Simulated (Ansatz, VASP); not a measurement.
One calculation of PtSe2, two programs

INCAR

```
SYSTEM = PtSe2
PREC = Accurate ; ENCUT = 520
EDIFF = 1E-6 ; ISMEAR = 0
SIGMA = 0.1 ; LREAL = .False.
LASPH = .True. ; NELM = 100
ALGO = Normal ; ISIF = 2
LWAVE = .False. ; LCHARG = .True.
LELF = .True. ; LVHAR = .True.
NBANDS = 18
```

Contents of KPOINTS:

```
Automatic mesh
0
Gamma
  15 15 8
  0 0 0
```

POSCAR

```
PtSe2
1.0
    3.6524625530      0.0000000000      0.0000000000
   -1.8262312765      3.1631253573      0.0000000000
    0.0000000000      0.0000000000      5.4203389800
Pt Se
1 2
Direct
    0.0000000000      0.0000000000      0.0000000000
    0.3333333333      0.6666666667      0.2137076786
    0.6666666667      0.3333333333      0.7862923214
```

Input for Ansatz:

```yaml
crystal:
  lattice:
    - [3.652462553, 0.0, 0.0]
    - [-1.8262312765, 3.1631253573, 0.0]
    - [0.0, 0.0, 5.42033898]
  atoms:
    - { symbol: Pt, position: [0.0, 0.0, 0.0] }
    - { symbol: Se, position: [0.3333333333, 0.6666666667, 0.2137076786] }
    - { symbol: Se, position: [0.6666666667, 0.3333333333, 0.7862923214] }
basis:
  ecutwfc: 420
kpoints:
  mp_grid: { grid: [15, 15, 8] }
hamiltonian:
  xc: lda
scf:
  occupations: { method: gaussian, width: 0.1 }
output:
  forces: true
  stress: true
  eigenvalues: true
```

Alike in both runs: task single point; functional LDA; k mesh 15 × 15 × 8; occupations gaussian, width 0.1 eV; no spin polarisation.

|  | VASP | Ansatz |
| --- | --- | --- |
| version | VASP 6.6.1 | Ansatz 0.2.0 |
| potentials or method | VASP PAW LDA potentials, release 64 (Pt, Se), cutoff 520 eV | scalar-relativistic, plane waves, PAW |
| valence electrons in the cell | 22 | 50 |

Ansatz gave:

- gap on the k mesh at the Fermi level (eV): 0.18
- least direct gap on the mesh (eV): 0.40
- pressure (GPa): 13.3
- traceless stress, the component that is largest in VASP (GPa): -2.26
- rms of the force components (eV/Å): 1.019

Problem. Which values does VASP return?

Solution. gap on the k mesh at the Fermi level (eV): 0.17; least direct gap on the mesh (eV): 0.39; pressure (GPa): 13.9; traceless stress, the component that is largest in VASP (GPa): -2.46; rms of the force components (eV/Å): 1.050.

LDA's correlation is that of Perdew and Zunger in VASP and of Perdew and Wang (1992) in Ansatz. Atom by atom the forces differ by 0.031 eV/Å (rms over components). VASP's potentials hold 22 valence electrons a cell and Ansatz's 50, so a difference there can come from the potentials and not from the codes.

Neither program's run includes spin-orbit coupling.
